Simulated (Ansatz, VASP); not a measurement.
# One calculation of CoSi2, two programs

```
CELL_PARAMETERS angstrom
3.78980 0.00000 0.00000
-1.89490 3.28206 0.00000
0.00000 0.00000 25.83024
ATOMIC_POSITIONS crystal
Si 0.00000 0.00000 0.29564
Si 0.33333 0.66667 0.35073
Si 0.66667 0.33333 0.41037
Si 0.00000 0.00000 0.46931
Si 0.33333 0.66667 0.53069
Si 0.66667 0.33333 0.58963
Si 0.00000 0.00000 0.64927
Si 0.33333 0.66667 0.70436
Co 0.66667 0.33333 0.32147
Co 0.33333 0.66667 0.44090
Co 0.00000 0.00000 0.55910
Co 0.66667 0.33333 0.67853
```

Alike in both runs: functional PBE; k mesh 9 × 9 × 1; occupations gaussian, width 0.1 eV; no spin polarisation.

Ansatz relaxed the structure, and its values are those at the end. VASP's run is a single point on that final structure, the one shown.

|  | VASP | Ansatz |
| --- | --- | --- |
| version | VASP 6.6.1 | Ansatz 0.2.0 |
| potentials or method | VASP PAW PBE potentials, release 64 (Si, Co), cutoff 520 eV | scalar-relativistic, plane waves, PAW |
| valence electrons in the cell | 68 | 100 |

```csv
,VASP,Ansatz,Ansatz less VASP
gap on the k mesh at the Fermi level (eV),none,none,-
rms of the force components (eV/Å),0.003,0.002,-0.0011
```

A gap of «none» marks a metal or a gap that the smearing closes. VASP's potentials hold 68 valence electrons a cell and Ansatz's 100, so a difference there can come from the potentials and not from the codes. Ansatz's warnings: xc potential rough in thin density.
